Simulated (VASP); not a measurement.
Input of a VASP 6.6.1 run:

INCAR

```
SYSTEM = Rh
PREC     = Accurate       ! precision mode
ENCUT    = 520            ! plane-wave cutoff, eV
EDIFF    = 1E-6           ! SCF threshold, eV
ISMEAR   = -1             ! smearing method
SIGMA    = 0.03           ! smearing width, eV
LREAL    = .False.        ! projectors in reciprocal space
LASPH    = .True.         ! aspherical terms in the spheres
NELM     = 100            ! most SCF steps
ALGO     = Normal         ! electronic algorithm
ISIF     = 2              ! what is computed and relaxed
LWAVE    = .False.        ! write WAVECAR
LCHARG   = .True.         ! write CHGCAR
GGA      = CA             ! functional
LELF     = .True.         ! ELF
LVHAR    = .True.       
NBANDS   = 14             ! bands
```

The input KPOINTS:

```
regular mesh
0
Gamma
  16 16 16
  0 0 0
```

The input POSCAR:

```
Rh
1.0
    0.0000000000      1.9388447625      1.9388447625
    1.9388447625      0.0000000000      1.9388447625
    1.9388447625      1.9388447625      0.0000000000
Rh
1
Direct
    0.0000000000      0.0000000000      0.0000000000
```

Potentials or basis: VASP PAW LDA potentials, release 64 (Rh_pv).

Launch:

```console
$ cat potpaw_LDA.64/Rh_pv/POTCAR > POTCAR
$ mpirun -np 1 vasp_std > vasp.out
```

**Question.** Predict the pressure.

**Answer.** -23.4 GPa.
